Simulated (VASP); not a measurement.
Wanted: the native input for a VASP 6.6.1 run.

| Item | Value |
| --- | --- |
| Task | single point |
| Functional | PBE |
| Potentials or basis | VASP PAW PBE potentials, release 64 (Cd, O) |
| Cutoff | 600 eV |
| k mesh | 10 × 10 × 10 |
| Occupations | fermi-dirac, width 0.02 eV |
| Spin | no spin polarisation |
| Dipole correction | no |
| Further INCAR settings | ALGO = Normal; EDIFF = 1e-06; NBANDS = 16 |

The structure of CdO lies in POSCAR:

```
CdO
1.0
    0.0000000000      2.3530013813      2.3530013813
    2.3530013813      0.0000000000      2.3530013813
    2.3530013813      2.3530013813      0.0000000000
Cd O
1 1
Direct
    0.0000000000      0.0000000000      0.0000000000
    0.5000000000      0.5000000000      0.5000000000
```

One way to write it, as run:

INCAR

```
  PREC = Accurate
  ENCUT = 600
  EDIFF = 1E-6
  ISMEAR = -1
  SIGMA = 0.02
  LREAL = False
  LASPH = True
  NELM = 120
  ALGO = Normal
  ISIF = 2
  LWAVE = False
  LCHARG = False
  GGA = PE
  NBANDS = 16
  GGA_COMPAT = False
```

KPOINTS

```
regular mesh
0
Gamma
  10 10 10
```

Potentials or basis: VASP PAW PBE potentials, release 64 (Cd, O).

The run is started by

```bash
$ cat potpaw_PBE.64/Cd/POTCAR potpaw_PBE.64/O/POTCAR > POTCAR
$ mpirun -np 1 vasp_std > vasp.out
```

It gave:

```yaml
Pressure: 6.6 GPa
Band_gap_on_the_k_mesh: zero (bands 9 and 10 overlap by 0.44 eV)
```

Caveat: the cell stands under pressure; semilocal functionals underestimate gaps, so a narrow gap can read as zero.

Wall time 23 s on 1 thread of Intel(R) Xeon(R) Platinum 8375C CPU @ 2.90GHz (Ice Lake), on a shared host, peak memory 0.17 GiB.
